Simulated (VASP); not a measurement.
# BaTiO3 (P4mm) in VASP: single point with LDA

Aim: the single point of BaTiO3 with LDA.

Everything below comes from runs of VASP 6.6.1. Logs are shortened: lines on timing, memory, paths and dates and some standing lists are left out, and cuts for length are marked.

### 1 The cell of the first run

It takes space group P4mm (No. 99, tetragonal). The conventional cell has a = 3.926 Å, b = 3.926 Å, c = 3.974 Å, α = 90.00°, β = 90.00°, γ = 90.00°. Within 3.6 Å of Ba (site symmetry 4mm) lie 12 O at 2.75 to 2.83 Å and 8 Ti at 3.39 to 3.44 Å. Ti (site symmetry 4mm) has 6 O at 1.85 to 2.12 Å within 2.5 Å. O (site symmetry 4mm) has 2 Ti at 1.85 to 2.12 Å within 2.5 Å. Within 2.6 Å of O (site symmetry 2mm) lie 2 Ti at 1.97 Å.

### 2 Single point, LDA

File POSCAR:

```
BaTiO3
1.0
    3.9263979275      0.0000000000      0.0000000000
    0.0000000000      3.9263979275      0.0000000000
    0.0000000000      0.0000000000      3.9743093421
Ba Ti O
1 1 3
Direct
    0.0000000000      0.0000000000      0.0011120632
    0.5000000000      0.5000000000      0.4887464658
    0.5000000000      0.5000000000      0.0222529400
    0.5000000000      0.0000000000      0.5154442655
    0.0000000000      0.5000000000      0.5154442655
```

File INCAR.step1:

```
SYSTEM = BaTiO3
PREC = Accurate
ENCUT = 910
EDIFF = 1E-6
ISMEAR = 0
SIGMA = 0.05
LREAL = .FALSE.
LASPH = .TRUE.
NELM = 120
ALGO = Normal
ISIF = 2
LWAVE = .FALSE.
LCHARG = .TRUE.
LMAXMIX = 4
NBANDS = 28
GGA_COMPAT = .FALSE.
NEDOS = 2001
LORBIT = 11
```

File KPOINTS.step1:

```
regular mesh
0
G
  6 6 6
  0 0 0
```

File INCAR.step2:

```
SYSTEM = BaTiO3
PREC = Accurate
ENCUT = 910
EDIFF = 1E-6
ISMEAR = -5
SIGMA = 0.05
LREAL = .FALSE.
LASPH = .TRUE.
NELM = 120
ALGO = Normal
ISIF = 2
LWAVE = .FALSE.
LCHARG = .FALSE.
LMAXMIX = 4
LORBIT = 10
NEDOS = 1001
ICHARG = 11
GGA_COMPAT = .FALSE.
```

File KPOINTS.step2:

```
regular mesh
0
G
  9 9 9
  0 0 0
```

Potentials or basis: VASP PAW LDA potentials, release 64 (Ba_sv, Ti_sv, O_h).

Started as:

```console
$ cat potpaw_LDA.64/Ba_sv/POTCAR potpaw_LDA.64/Ti_sv/POTCAR potpaw_LDA.64/O_h/POTCAR > POTCAR
$ cp INCAR.step1 INCAR
$ cp KPOINTS.step1 KPOINTS
$ mpirun -np 1 vasp_std > vasp.out
$ cp INCAR.step2 INCAR
$ cp KPOINTS.step2 KPOINTS
$ mpirun -np 1 vasp_std > vasp.out
```

OUTCAR:

```text
SYSTEM = BaTiO3
   PREC = Accurate
   ENCUT = 910
   EDIFF = 1E-6
   ISMEAR = -5
   LREAL = .FALSE.
   LASPH = .TRUE.
   NELM = 120
   ISIF = 2
   LORBIT = 10
   ICHARG = 11

 ion  position               nearest neighbor table
   1  0.000  0.000  0.001-   4 2.75   5 2.75   5 2.75   4 2.75   3 2.78   3 2.78   3 2.78   3 2.78
                             4 2.83   5 2.83   5 2.83   4 2.83   2 3.39   2 3.39   2 3.39   2 3.39
   2  0.500  0.500  0.489-   3 1.85   4 1.97   5 1.97   4 1.97   5 1.97   3 2.12   1 3.39   1 3.39
                             1 3.39   1 3.39   1 3.44   1 3.44   1 3.44   1 3.44
   3  0.500  0.500  0.022-   2 1.85   2 2.12   1 2.78   1 2.78   1 2.78   1 2.78
   4  0.500  0.000  0.515-   2 1.97   2 1.97   1 2.75   1 2.75   1 2.83   1 2.83
   5  0.000  0.500  0.515-   2 1.97   2 1.97   1 2.75   1 2.75   1 2.83   1 2.83

  LATTYP: Found a simple tetragonal cell.
 ALAT       =     3.9263979275
 C/A-ratio  =     1.0122023838

  Lattice vectors:

 A1 = (   3.9263979275,   0.0000000000,   0.0000000000)
 A2 = (   0.0000000000,   3.9263979275,   0.0000000000)
 A3 = (   0.0000000000,   0.0000000000,   3.9743093421)

Analysis of symmetry for initial positions (statically):
=====================================================================
 Subroutine PRICEL returns:
 Original cell was already a primitive cell.

 Routine SETGRP: Setting up the symmetry group for a
 simple tetragonal supercell.

 Subroutine GETGRP returns: Found  8 space group operations
 (whereof  8 operations were pure point group operations)
 out of a pool of 16 trial point group operations.

The static configuration has the point symmetry C_4v.

Analysis of symmetry for dynamics (positions and initial velocities):
=====================================================================
 Subroutine PRICEL returns:
 Original cell was already a primitive cell.

 Routine SETGRP: Setting up the symmetry group for a
 simple tetragonal supercell.

 Subroutine GETGRP returns: Found  8 space group operations
 (whereof  8 operations were pure point group operations)
 out of a pool of 16 trial point group operations.

The dynamic configuration has the point symmetry C_4v.

 Subroutine INISYM returns: Found  8 space group operations
 (whereof  8 operations are pure point group operations),
 and found     1 'primitive' translations

----------------------------------------------------------------------------------------

                                     Primitive cell

  volume of cell :      61.2703

  direct lattice vectors                    reciprocal lattice vectors
     3.926397928  0.000000000  0.000000000     0.254686361  0.000000000  0.000000000
     0.000000000  3.926397928  0.000000000     0.000000000  0.254686361  0.000000000
     0.000000000  0.000000000  3.974309342     0.000000000  0.000000000  0.251616045

  length of vectors
     3.926397928  3.926397928  3.974309342     0.254686361  0.254686361  0.251616045

  position of ions in fractional coordinates (direct lattice)
     0.000000000  0.000000000  0.001112063
     0.500000000  0.500000000  0.488746466
     0.500000000  0.500000000  0.022252940
     0.500000000  0.000000000  0.515444266
     0.000000000  0.500000000  0.515444266

  ion indices of the primitive-cell ions
   primitive index   ion index
                 1           1
                 2           2
                 3           3
                 4           4
                 5           5

----------------------------------------------------------------------------------------

 KPOINTS: regular mesh

Automatic generation of k-mesh.
 Grid dimensions read from file:
 generate k-points for:    9    9    9

 Generating k-lattice:

  Cartesian coordinates                     Fractional coordinates (reciprocal lattice)
     0.028298485  0.000000000  0.000000000     0.111111111  0.000000000  0.000000000
     0.000000000  0.028298485  0.000000000     0.000000000  0.111111111  0.000000000
     0.000000000  0.000000000  0.027957338     0.000000000  0.000000000  0.111111111

  Length of vectors
     0.028298485  0.028298485  0.027957338

  Shift w.r.t. Gamma in fractional coordinates (k-lattice)
     0.000000000  0.000000000  0.000000000

 TETIRR: Found   1075 inequivalent tetrahedra from     4374

 Subroutine IBZKPT returns following result:
 ===========================================

 Found     75 irreducible k-points:

 Following reciprocal coordinates:
            Coordinates               Weight
  0.000000  0.000000  0.000000      1.000000
  0.111111  0.000000  0.000000      4.000000
  0.222222  0.000000  0.000000      4.000000
  0.333333  0.000000  0.000000      4.000000
  0.444444  0.000000  0.000000      4.000000
  0.111111  0.111111  0.000000      4.000000
[... 16 lines left out ...]
  0.333333  0.111111  0.111111     16.000000
  0.444444  0.111111  0.111111     16.000000
 [... further k-points ...]
   k-points           NKPTS =     75   k-points in BZ     NKDIM =     75   number of bands    NBANDS=     24
   number of dos      NEDOS =   1001   number of ions     NIONS =      5
   total plane-waves  NPLWV =  64000
   dimension x,y,z NGX =    40 NGY =   40 NGZ =   40
   dimension x,y,z NGXF=    80 NGYF=   80 NGZF=   80
   ions per type =               1   1   3
   NGX,Y,Z   is equivalent  to a cutoff of  16.94, 16.94, 16.73 a.u.
   NGXF,Y,Z  is equivalent  to a cutoff of  33.87, 33.87, 33.46 a.u.
 SYSTEM =  BaTiO3
   PREC   = accura    normal or accurate (medium, high low for compatibility)
   ISTART =      0    job   : 0-new  1-cont  2-samecut
   ICHARG =     11    charge: 1-file 2-atom 10-const
   ISPIN  =      1    spin polarized calculation?
   LNONCOLLINEAR =      F non collinear calculations
   LSORBIT =      F    spin-orbit coupling
   LASPH  =      T    aspherical Exc in radial PAW
   ENCUT  =  910.0 eV  66.88 Ry    8.18 a.u.   9.66  9.66  9.78*2*pi/ulx,y,z
   NELM   =    120;   NELMIN=  2; NELMDL=  0     # of ELM steps
   EDIFF  = 0.1E-05   stopping-criterion for ELM
   LREAL  =      F    real-space projection
   EDIFFG = 0.1E-04   stopping-criterion for IOM
   NSW    =      0    number of steps for IOM
   IBRION =     -1    ionic relax: 0-MD 1-quasi-New 2-CG
   NFREE  =      0    steps in history (QN), initial steepest desc. (CG)
   ISIF   =      2    stress and relaxation
   ISYM   =      2    0-nonsym 1-usesym 2-fastsym
   POTIM  = 0.5000    time-step for ionic-motion
   TEBEG  =    0.0;   TEEND  =   0.0 temperature during run
   PSTRESS=    0.0 pullay stress
   NELECT =      40.0000    total number of electrons
   NUPDOWN=      -1.0000    fix difference up-down
   EMIN   =  10.00;   EMAX   =-10.00  energy-range for DOS
   EFERMI =   0.00;   METHOD = LEGACY
   ISMEAR =    -5;   SIGMA  =   0.05  broadening in eV -4-tet -1-fermi 0-gaus
   EFERMI_NEDOS =   21; number of points for ismear=-14 and -15
   IALGO  =     38    algorithm
   IMIX   =      4    mixing-type and parameters
     AMIX     =   0.40;   BMIX     =  1.00
     AMIX_MAG =   1.60;   BMIX_MAG =  1.00
  volume/ion in A,a.u.               =      12.25        82.69
  Fermi-wavevector in a.u.,A,eV,Ry     =   1.420184  2.683759 27.441912  2.016924
  Thomas-Fermi vector in A             =   2.541126
   LORBIT       =     10    0 simple, 1 ext, 2 COOP (PROOUT), +10 PAW based schemes
   GGA     = CA    functional components
   LHFCALC =     F    Hartree Fock is set to
   AEXX    =    0.0000 exact exchange contribution
   IVDW    =     0    specifies the selected vdW correction
   LEPSILON=     F    determine dielectric tensor
   LRPA    =     F    only Hartree local field effects (RPA)
 non-spin polarized calculation
 Fermi weights with tetrahedron method with Bloechl corrections
  energy-cutoff  :      910.00
  volume of cell :       61.27
 maximum number of plane-waves:      3848
 NGX is ok and might be reduce to    40

 number of electron      40.0000002 magnetization

 Free energy of the ion-electron system (eV)
  ---------------------------------------------------
  ext. energy  EPLUGINS =         0.00000000
  ---------------------------------------------------
  free energy    TOTEN  =       -44.18292490 eV

  energy without entropy =      -44.18292490  energy(sigma->0) =      -44.18292490

 E-fermi :   4.2690     XC(G=0): -11.9713

 val. band max:        4.2493524970   @ k =   0.4444   0.4444   0.4444
 cond. band min:       6.1009144133   @ k =   0.0000   0.0000   0.0000
 fundamental gap:      1.8515619164
 Fermi energy:         4.2689951139

 k-point     1 :       0.0000    0.0000    0.0000
  band No.  band energies     occupation
      1     -51.3258      2.00000
      2     -28.0130      2.00000
      3     -27.9698      2.00000
      4     -27.9698      2.00000
      5     -20.3130      2.00000
      6     -12.4100      2.00000
[... 16 lines left out ...]
     23       6.3583      0.00000
     24       8.6919      0.00000

 k-point     2 :       0.1111    0.0000    0.0000
  band No.  band energies     occupation
      1     -51.3256      2.00000
      2     -28.0127      2.00000
      3     -27.9783      2.00000
      4     -27.9695      2.00000
      5     -20.2945      2.00000
      6     -12.4245      2.00000
[... 16 lines left out ...]
     23       6.5265      0.00000
     24       8.7377      0.00000

 k-point     3 :       0.2222    0.0000    0.0000
  band No.  band energies     occupation
      1     -51.3252      2.00000
      2     -28.0118      2.00000
      3     -27.9995      2.00000
      4     -27.9686      2.00000
      5     -20.2471      2.00000
      6     -12.5080      2.00000
[... 16 lines left out ...]
     23       7.0388      0.00000
     24       8.7427      0.00000
[... 514 lines left out ...]
 k-point    23 :       0.3333    0.1111    0.1111
  band No.  band energies     occupation
      1     -51.3244      2.00000
      2     -28.0226      2.00000
      3     -28.0175      2.00000
      4     -27.9755      2.00000
      5     -20.1670      2.00000
      6     -12.5419      2.00000
[... 16 lines left out ...]
     23       7.6808      0.00000
     24       9.2581      0.00000

 k-point    24 :       0.4444    0.1111    0.1111
  band No.  band energies     occupation
      1     -51.3240      2.00000
      2     -28.0379      2.00000
      3     -28.0169      2.00000
      4     -27.9748      2.00000
      5     -20.1333      2.00000
      6     -12.6229      2.00000
[... 16 lines left out ...]
     23       8.0483      0.00000
     24       9.2427      0.00000

 [... further k-points ...]
[... 5 lines left out ...]
  --------------------------------------------------------------------------------------
  -------------------------------------------------------------------------------------
  Total        0.8348359      0.8348359      0.8437497      0.0000000      0.0000000      0.0000000
  in kB       21.8303847     21.8303847     22.0634746      0.0000000      0.0000000      0.0000000
  external PRESSURE =      21.9080813 kB  Pullay stress =       0.0000000 kB

 VOLUME and BASIS-vectors are now :
 -----------------------------------------------------------------------------
  energy-cutoff  :      910.00
  volume of cell :       61.27
      direct lattice vectors                 reciprocal lattice vectors
     3.926397928  0.000000000  0.000000000     0.254686361  0.000000000  0.000000000
     0.000000000  3.926397928  0.000000000     0.000000000  0.254686361  0.000000000
     0.000000000  0.000000000  3.974309342     0.000000000  0.000000000  0.251616045

 POSITION                                       TOTAL-FORCE (eV/Angst)
 -----------------------------------------------------------------------------------
      0.00000      0.00000      0.00442         0.000000      0.000000      0.033108
      1.96320      1.96320      1.94243         0.000000      0.000000      0.055034
      1.96320      1.96320      0.08844         0.000000     -0.000000     -0.060781
      1.96320      0.00000      2.04853         0.000000      0.000000     -0.013681
      0.00000      1.96320      2.04853         0.000000      0.000000     -0.013681
 -----------------------------------------------------------------------------------
    total drift:                                0.000000     -0.000000      0.000160

  FREE ENERGIE OF THE ION-ELECTRON SYSTEM (eV)
  ---------------------------------------------------
  free  energy   TOTEN  =       -44.1829249008 eV

  energy  without entropy=      -44.1829249008  energy(sigma->0) =      -44.18292490

 total charge

# of ion       s       p       d       tot
------------------------------------------
    1        2.009   5.645   0.371   8.025
    2        2.232   6.311   1.808  10.350
    3        1.033   2.330   0.000   3.364
    4        1.031   2.331   0.000   3.362
    5        1.031   2.331   0.000   3.362
--------------------------------------------------
tot          7.336  18.949   2.179  28.463
```

Wall time 2.5 min (1 thread of Intel Xeon 6975P-C (Granite Rapids), shared host); peak memory 0.39 GiB.

Results:

- Valence electrons inside the program's atomic spheres: Ba 8.03; Ti 10.35; O 3.36

Caveat: the cutoff is under 1.25 times the usual one of these potentials, so pressure, stress and relaxed cells hold a basis-set (Pulay) error; spin-orbit coupling is left out, which moves the levels of the heavy elements.
